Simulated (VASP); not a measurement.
# AlIn2N3 (P4/mmm) in VASP: further runs

The runs below take AlIn2N3 through single point, with PBE.

Everything below comes from runs of VASP 6.6.1. Logs are shortened: lines on timing, memory, paths and dates and some standing lists are left out, and cuts for length are marked.

### Step 1. The cell of the first run

It takes space group P4/mmm (No. 123, tetragonal). Conventional cell: a = 4.598 Å, b = 4.598 Å, c = 4.120 Å, α = 90.00°, β = 90.00°, γ = 90.00°. Al (site symmetry 4/mmm) has 6 N at 2.06 to 2.30 Å within 2.7 Å. In (site symmetry mmm) has 4 N at 2.06 to 2.30 Å within 2.7 Å. Within 2.7 Å of N (site symmetry mmm) lie 2 In at 2.06 Å and 2 Al at 2.30 Å. N (site symmetry 4/mmm) has 2 Al at 2.06 Å and 4 In at 2.30 Å within 2.7 Å.

The cell was built from a structure type or drawn by symmetry, and may not be a known phase.

### Step 2. Single point, PBE

INCAR

```
SYSTEM = AlIn2N3
PREC = Accurate
ENCUT = 520
EDIFF = 1E-6
ISMEAR = 0
SIGMA = 0.1
LREAL = .FALSE.
LASPH = .TRUE.
NELM = 60
ALGO = Normal
ISIF = 2
LWAVE = .FALSE.
LCHARG = .FALSE.
GGA = PE
NBANDS = 31
```

KPOINTS

```
Automatic mesh
0
G
  4 4 4
  0 0 0
```

POSCAR

```
AlIn2N3
1.0
    4.5979936532      0.0000000000      0.0000000000
    0.0000000000      4.5979936532      0.0000000000
    0.0000000000      0.0000000000      4.1201058209
Al In N
1 2 3
Direct
    0.5000000000      0.5000000000      0.5000000000
    0.5000000000      0.0000000000      0.0000000000
    0.0000000000      0.5000000000      0.0000000000
    0.5000000000      0.0000000000      0.5000000000
    0.0000000000      0.5000000000      0.5000000000
    0.5000000000      0.5000000000      0.0000000000
```

Potentials or basis: VASP PAW PBE potentials, release 64 (Al, In_d, N).

Command:

```console
> cat potpaw_PBE.64/Al/POTCAR potpaw_PBE.64/In_d/POTCAR potpaw_PBE.64/N/POTCAR > POTCAR
> mpirun -np 1 vasp_std > vasp.out
```

OUTCAR:

```text
SYSTEM = AlIn2N3
   PREC = Accurate
   ENCUT = 520
   EDIFF = 1E-6
   ISMEAR = 0
   LREAL = .FALSE.
   LASPH = .TRUE.
   NELM = 60
   ISIF = 2
   GGA = PE

 ion  position               nearest neighbor table
   1  0.500  0.500  0.500-   6 2.06   6 2.06   4 2.30   5 2.30   4 2.30   5 2.30   3 3.09   3 3.09
                             2 3.09   2 3.09   2 3.09   3 3.09   2 3.09   3 3.09
   2  0.500  0.000  0.000-   4 2.06   4 2.06   6 2.30   6 2.30   1 3.09   1 3.09   1 3.09   1 3.09
                             3 3.25   3 3.25   3 3.25   3 3.25
   3  0.000  0.500  0.000-   5 2.06   5 2.06   6 2.30   6 2.30   1 3.09   1 3.09   1 3.09   1 3.09
                             2 3.25   2 3.25   2 3.25   2 3.25
   4  0.500  0.000  0.500-   2 2.06   2 2.06   1 2.30   1 2.30
   5  0.000  0.500  0.500-   3 2.06   3 2.06   1 2.30   1 2.30
   6  0.500  0.500  0.000-   1 2.06   1 2.06   3 2.30   2 2.30   2 2.30   3 2.30

  LATTYP: Found a simple tetragonal cell.
 ALAT       =     4.5979936532
 C/A-ratio  =     0.8960660087

  Lattice vectors:

 A1 = (   4.5979936532,   0.0000000000,   0.0000000000)
 A2 = (   0.0000000000,   4.5979936532,   0.0000000000)
 A3 = (   0.0000000000,   0.0000000000,   4.1201058209)

Analysis of symmetry for initial positions (statically):
=====================================================================
 Subroutine PRICEL returns:
 Original cell was already a primitive cell.

 Routine SETGRP: Setting up the symmetry group for a
 simple tetragonal supercell.

 Subroutine GETGRP returns: Found 16 space group operations
 (whereof 16 operations were pure point group operations)
 out of a pool of 16 trial point group operations.

The static configuration has the point symmetry D_4h.

Analysis of symmetry for dynamics (positions and initial velocities):
=====================================================================
 Subroutine PRICEL returns:
 Original cell was already a primitive cell.

 Routine SETGRP: Setting up the symmetry group for a
 simple tetragonal supercell.

 Subroutine GETGRP returns: Found 16 space group operations
 (whereof 16 operations were pure point group operations)
 out of a pool of 16 trial point group operations.

The dynamic configuration has the point symmetry D_4h.

 Subroutine INISYM returns: Found 16 space group operations
 (whereof 16 operations are pure point group operations),
 and found     1 'primitive' translations

----------------------------------------------------------------------------------------

                                     Primitive cell

  volume of cell :      87.1054

  direct lattice vectors                    reciprocal lattice vectors
     4.597993653  0.000000000  0.000000000     0.217486164  0.000000000  0.000000000
     0.000000000  4.597993653  0.000000000     0.000000000  0.217486164  0.000000000
     0.000000000  0.000000000  4.120105821     0.000000000  0.000000000  0.242712213

  length of vectors
     4.597993653  4.597993653  4.120105821     0.217486164  0.217486164  0.242712213

  position of ions in fractional coordinates (direct lattice)
     0.500000000  0.500000000  0.500000000
     0.500000000  0.000000000  0.000000000
     0.000000000  0.500000000  0.000000000
     0.500000000  0.000000000  0.500000000
     0.000000000  0.500000000  0.500000000
     0.500000000  0.500000000  0.000000000

  ion indices of the primitive-cell ions
   primitive index   ion index
                 1           1
                 2           2
                 3           3
                 4           4
                 5           5
                 6           6

----------------------------------------------------------------------------------------

 KPOINTS: Automatic mesh

Automatic generation of k-mesh.
 Grid dimensions read from file:
 generate k-points for:    4    4    4

 Generating k-lattice:

  Cartesian coordinates                     Fractional coordinates (reciprocal lattice)
     0.054371541  0.000000000  0.000000000     0.250000000  0.000000000  0.000000000
     0.000000000  0.054371541  0.000000000     0.000000000  0.250000000  0.000000000
     0.000000000  0.000000000  0.060678053     0.000000000  0.000000000  0.250000000

  Length of vectors
     0.054371541  0.054371541  0.060678053

  Shift w.r.t. Gamma in fractional coordinates (k-lattice)
     0.000000000  0.000000000  0.000000000

 Subroutine IBZKPT returns following result:
 ===========================================

 Found     18 irreducible k-points:

 Following reciprocal coordinates:
            Coordinates               Weight
  0.000000  0.000000  0.000000      1.000000
  0.250000  0.000000  0.000000      4.000000
  0.500000  0.000000  0.000000      2.000000
  0.250000  0.250000  0.000000      4.000000
  0.500000  0.250000  0.000000      4.000000
  0.500000  0.500000  0.000000      1.000000
[... 10 lines left out ...]
  0.500000  0.250000  0.500000      4.000000
  0.500000  0.500000  0.500000      1.000000
   k-points           NKPTS =     18   k-points in BZ     NKDIM =     18   number of bands    NBANDS=     31
   number of dos      NEDOS =    301   number of ions     NIONS =      6
   total plane-waves  NPLWV =  41472
   dimension x,y,z NGX =    36 NGY =   36 NGZ =   32
   dimension x,y,z NGXF=    72 NGYF=   72 NGZF=   64
   ions per type =               1   2   3
   NGX,Y,Z   is equivalent  to a cutoff of  13.02, 13.02, 12.91 a.u.
   NGXF,Y,Z  is equivalent  to a cutoff of  26.03, 26.03, 25.82 a.u.
 SYSTEM =  AlIn2N3
   PREC   = accura    normal or accurate (medium, high low for compatibility)
   ISTART =      0    job   : 0-new  1-cont  2-samecut
   ICHARG =      2    charge: 1-file 2-atom 10-const
   ISPIN  =      1    spin polarized calculation?
   LNONCOLLINEAR =      F non collinear calculations
   LSORBIT =      F    spin-orbit coupling
   LASPH  =      T    aspherical Exc in radial PAW
   ENCUT  =  520.0 eV  38.22 Ry    6.18 a.u.   8.55  8.55  7.66*2*pi/ulx,y,z
   NELM   =     60;   NELMIN=  2; NELMDL= -5     # of ELM steps
   EDIFF  = 0.1E-05   stopping-criterion for ELM
   LREAL  =      F    real-space projection
   EDIFFG = 0.1E-04   stopping-criterion for IOM
   NSW    =      0    number of steps for IOM
   IBRION =     -1    ionic relax: 0-MD 1-quasi-New 2-CG
   NFREE  =      0    steps in history (QN), initial steepest desc. (CG)
   ISIF   =      2    stress and relaxation
   ISYM   =      2    0-nonsym 1-usesym 2-fastsym
   POTIM  = 0.5000    time-step for ionic-motion
   TEBEG  =    0.0;   TEEND  =   0.0 temperature during run
   PSTRESS=    0.0 pullay stress
   NELECT =      44.0000    total number of electrons
   NUPDOWN=      -1.0000    fix difference up-down
   EMIN   =  10.00;   EMAX   =-10.00  energy-range for DOS
   EFERMI =   0.00;   METHOD = LEGACY
   ISMEAR =     0;   SIGMA  =   0.10  broadening in eV -4-tet -1-fermi 0-gaus
   EFERMI_NEDOS =   21; number of points for ismear=-14 and -15
   IALGO  =     38    algorithm
   IMIX   =      4    mixing-type and parameters
     AMIX     =   0.40;   BMIX     =  1.00
     AMIX_MAG =   1.60;   BMIX_MAG =  1.00
  volume/ion in A,a.u.               =      14.52        97.97
  Fermi-wavevector in a.u.,A,eV,Ry     =   1.303799  2.463823 23.128437  1.699892
  Thomas-Fermi vector in A             =   2.434777
   LORBIT       =      0    0 simple, 1 ext, 2 COOP (PROOUT), +10 PAW based schemes
   GGA     = PE    functional components
   LHFCALC =     F    Hartree Fock is set to
   AEXX    =    0.0000 exact exchange contribution
   IVDW    =     0    specifies the selected vdW correction
   LEPSILON=     F    determine dielectric tensor
   LRPA    =     F    only Hartree local field effects (RPA)
 non-spin polarized calculation
 Gauss-broadening in eV      SIGMA  =   0.10
  energy-cutoff  :      520.00
  volume of cell :       87.11
 maximum number of plane-waves:      2383
 NGX is ok and might be reduce to    36
   NGX = 17   NGY = 17   NGZ = 15

 number of electron      43.9999975 magnetization

 Free energy of the ion-electron system (eV)
  ---------------------------------------------------
  ext. energy  EPLUGINS =         0.00000000
  ---------------------------------------------------
  free energy    TOTEN  =       -31.15320222 eV

  energy without entropy =      -31.14344474  energy(sigma->0) =      -31.14832348

 E-fermi :   6.6968     XC(G=0): -10.5679

 val. band max:        6.6891267283   @ k =   0.5000   0.5000   0.0000
 cond. band min:       6.7158118053   @ k =   0.5000   0.0000   0.0000
 fundamental gap:      0.0266850771
 Fermi energy:         6.6968084751

 k-point     1 :       0.0000    0.0000    0.0000
  band No.  band energies     occupation
      1      -9.6840      2.00000
      2      -9.2216      2.00000
      3      -8.9378      2.00000
      4      -7.9538      2.00000
      5      -7.5340      2.00000
      6      -7.5340      2.00000
[... 23 lines left out ...]
     30      14.9862      0.00000
     31      14.9862      0.00000

 k-point     2 :       0.2500    0.0000    0.0000
  band No.  band energies     occupation
      1      -9.4639      2.00000
      2      -9.1516      2.00000
      3      -8.9812      2.00000
      4      -7.8802      2.00000
      5      -7.6055      2.00000
      6      -7.5235      2.00000
[... 23 lines left out ...]
     30      15.1701      0.00000
     31      15.5014      0.00000

 k-point     3 :       0.5000    0.0000    0.0000
  band No.  band energies     occupation
      1      -9.1981      2.00000
      2      -9.0885      2.00000
      3      -8.9865      2.00000
      4      -7.7662      2.00000
      5      -7.6959      2.00000
      6      -7.6746      2.00000
[... 23 lines left out ...]
     30      15.1672      0.00000
     31      15.3315      0.00000

 k-point     4 :       0.2500    0.2500    0.0000
  band No.  band energies     occupation
      1      -9.2696      2.00000
      2      -9.0400      2.00000
      3      -9.0109      2.00000
      4      -7.8376      2.00000
      5      -7.6503      2.00000
      6      -7.5549      2.00000
[... 23 lines left out ...]
     30      15.4075      0.00000
     31      15.8313      0.00000

 k-point     5 :       0.5000    0.2500    0.0000
  band No.  band energies     occupation
      1      -9.1119      2.00000
      2      -9.0857      2.00000
      3      -8.7326      2.00000
      4      -7.7925      2.00000
      5      -7.7158      2.00000
      6      -7.6814      2.00000
[... 23 lines left out ...]
     30      15.3871      0.00000
     31      15.5474      0.00000
[... 338 lines left out ...]
     30      15.1953      0.00000
     31      15.2185      0.00000

 k-point    16 :       0.2500    0.2500    0.5000
  band No.  band energies     occupation
      1      -8.9874      2.00000
      2      -7.9638      2.00000
      3      -7.8624      2.00000
      4      -7.8034      2.00000
      5      -7.6447      2.00000
      6      -7.6413      2.00000
[... 23 lines left out ...]
     30      13.9660      0.00000
     31      15.4321      0.00000

 k-point    17 :       0.5000    0.2500    0.5000
  band No.  band energies     occupation
      1      -8.6153      2.00000
      2      -7.9334      2.00000
      3      -7.9163      2.00000
      4      -7.7853      2.00000
      5      -7.6697      2.00000
      6      -7.6560      2.00000
[... 23 lines left out ...]
     30      15.1402      0.00000
     31      15.2439      0.00000

 k-point    18 :       0.5000    0.5000    0.5000
  band No.  band energies     occupation
      1      -7.9696      2.00000
      2      -7.9696      2.00000
      3      -7.8053      2.00000
      4      -7.7917      2.00000
      5      -7.7917      2.00000
      6      -7.6958      2.00000
[... 23 lines left out ...]
     30      15.3930      0.00000
     31      15.7982      0.00000

------------------------ aborting loop because EDIFF is reached ----------------------------------------

  FORCE on cell =-STRESS in cart. coord.  units (eV):
  Direction    XX          YY          ZZ          XY          YZ          ZX
  --------------------------------------------------------------------------------------
  -------------------------------------------------------------------------------------
  Total        0.1563406      0.1563406      0.0798853      0.0000000      0.0000000      0.0000000
  in kB        2.8756577      2.8756577      1.4693740      0.0000000      0.0000000      0.0000000
  external PRESSURE =       2.4068964 kB  Pullay stress =       0.0000000 kB

 VOLUME and BASIS-vectors are now :
 -----------------------------------------------------------------------------
  energy-cutoff  :      520.00
  volume of cell :       87.11
      direct lattice vectors                 reciprocal lattice vectors
     4.597993653  0.000000000  0.000000000     0.217486164  0.000000000  0.000000000
     0.000000000  4.597993653  0.000000000     0.000000000  0.217486164  0.000000000
     0.000000000  0.000000000  4.120105821     0.000000000  0.000000000  0.242712213

 POSITION                                       TOTAL-FORCE (eV/Angst)
 -----------------------------------------------------------------------------------
      2.29900      2.29900      2.06005         0.000000      0.000000      0.000000
      2.29900      0.00000      0.00000         0.000000      0.000000      0.000000
      0.00000      2.29900      0.00000         0.000000      0.000000      0.000000
      2.29900      0.00000      2.06005         0.000000      0.000000      0.000000
      0.00000      2.29900      2.06005         0.000000      0.000000      0.000000
      2.29900      2.29900      0.00000         0.000000      0.000000      0.000000
 -----------------------------------------------------------------------------------
    total drift:                                0.000000     -0.000000     -0.000000

  FREE ENERGIE OF THE ION-ELECTRON SYSTEM (eV)
  ---------------------------------------------------
  free  energy   TOTEN  =       -31.1532022194 eV

  energy  without entropy=      -31.1434447394  energy(sigma->0) =      -31.14832348
```

Run time: 44 s. Hardware: 1 thread of Intel Xeon Platinum 8488C (Sapphire Rapids), shared host; peak memory 0.21 GiB.

What came out:

```
Free energy            : -31.1532 eV
Pressure               : 0.2 GPa
Band gap on the k mesh : zero (bands 22 and 23 overlap by 1.11 eV)
```

Stress tensor (GPa, compression positive):
```
0.29 0.00 0.00
0.00 0.29 0.00
0.00 0.00 0.15
```

Caveat: the k points lie up to 0.38 Å⁻¹ apart, too coarse for converged energies and pressures of a metal; spin-orbit coupling is left out, which moves the levels of the heavy elements.

[end of part 1 of 2]
